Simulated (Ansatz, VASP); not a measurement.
# CuI: VASP beside Ansatz

```xyz
2
Lattice="2.0296 1.1718 3.3439 -2.0296 1.1718 3.3439 0.0000 -2.3435 3.3439" Properties=species:S:1:pos:R:3 pbc="T T T"
Cu    0.0000    0.0000    5.0158
I     0.0000    0.0000    0.0000
```

Alike in both runs: task single point; functional PBE; k mesh 6 × 6 × 6; occupations gaussian, width 0.1 eV; collinear spin.

|  | VASP | Ansatz |
| --- | --- | --- |
| version | VASP 6.6.1 | Ansatz 0.2.0 |
| potentials or method | VASP PAW PBE potentials, release 64 (Cu, I), cutoff 520 eV | scalar-relativistic, plane waves, PAW |
| valence electrons in the cell | 18 | 36 |

```csv
,VASP,Ansatz,Ansatz less VASP
gap on the k mesh at the Fermi level (eV),none,none,-
pressure (GPa),-0.5,-0.4,+0.09
"traceless stress, the component that is largest in VASP (GPa)",-0.23,-0.23,-0.002
net moment per atom (μB),0.00,0.00,0.000
```

A gap of «none» marks a metal or a gap that the smearing closes. VASP's potentials hold 18 valence electrons a cell and Ansatz's 36, so a difference there can come from the potentials and not from the codes. Ansatz's warnings: seeded moment not kept.

Neither program's run includes spin-orbit coupling.
